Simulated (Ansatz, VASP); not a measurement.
**Two plane-wave programs on NbAs**

```
CELL_PARAMETERS angstrom
0.00000 2.68933 2.68933
2.68933 0.00000 2.68933
2.68933 2.68933 0.00000
ATOMIC_POSITIONS crystal
Nb 0.50000 0.50000 0.50000
As 0.00000 0.00000 0.00000
```

Alike in both runs: task single point; functional r2SCAN; k mesh 12 × 12 × 12; occupations gaussian, width 0.05 eV; no spin polarisation.

```csv
,VASP,Ansatz
version,VASP 6.6.1,Ansatz 0.2.0
potentials or method,"VASP PAW PBE potentials, release 64 (Nb_sv, As), cutoff 520 eV","scalar-relativistic, plane waves, PAW"
valence electrons in the cell,18,28
```

Ansatz gave:

- gap on the k mesh at the Fermi level (eV): none
- pressure (GPa): -8.9

Question: What did VASP give for the same quantities?

Answer: gap on the k mesh at the Fermi level (eV): none; pressure (GPa): -9.0.

VASP's potentials were made for PBE, not for r2SCAN. A gap of «none» marks a metal or a gap that the smearing closes. The functional is the same, so the differences come from potentials, cutoffs and numerics. VASP's potentials hold 18 valence electrons a cell and Ansatz's 28, so a difference there can come from the potentials and not from the codes.
